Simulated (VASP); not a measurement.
Input of a VASP 6.6.1 run:

File INCAR:

```
  PREC = Accurate
  ENCUT = 520
  EDIFF = 1E-6
  ISMEAR = 0
  SIGMA = 0.05
  LREAL = False
  LASPH = True
  NELM = 80
  ALGO = Normal
  ISIF = 2
  LWAVE = False
  LCHARG = False
  GGA = PE
  NBANDS = 55
```

KPOINTS

```
Automatic mesh
0
Gamma
  6 6 6
```

Contents of POSCAR:

```
Ga2O3
1.0
    2.4022883282      1.3869618130      4.3139834531
   -2.4022883282      1.3869618130      4.3139834531
    0.0000000000     -2.7739236259      4.3139834531
Ga O
4 6
Direct
    0.3558687539      0.3558687539      0.3558687539
    0.1441312461      0.1441312461      0.1441312461
    0.6441312461      0.6441312461      0.6441312461
    0.8558687539      0.8558687539      0.8558687539
    0.5531733332      0.9468266668      0.2500000000
    0.2500000000      0.5531733332      0.9468266668
    0.9468266668      0.2500000000      0.5531733332
    0.4468266668      0.0531733332      0.7500000000
    0.7500000000      0.4468266668      0.0531733332
    0.0531733332      0.7500000000      0.4468266668
```

Potentials or basis: VASP PAW PBE potentials, release 64 (Ga_d, O).

Run with:

```bash
$ cat potpaw_PBE.64/Ga_d/POTCAR potpaw_PBE.64/O/POTCAR > POTCAR
$ mpirun -np 1 vasp_std > vasp.out
```

Predict the largest force.

0.056 eV/Å.

What does it give for the pressure?

44.9 GPa.

Forces on the atoms (eV/Å):
```
Ga   0.000  0.000  0.056
Ga   0.000  0.000 -0.056
Ga   0.000  0.000 -0.056
Ga   0.000  0.000  0.056
O    0.019  0.000  0.000
O   -0.009  0.016  0.000
O   -0.009 -0.016  0.000
O   -0.019  0.000  0.000
O    0.009 -0.016  0.000
O    0.009  0.016  0.000
```

Caveat: the cell differs from its parent crystal (strain -0.050 along x and y, -0.050 along z); the cell stands under pressure.
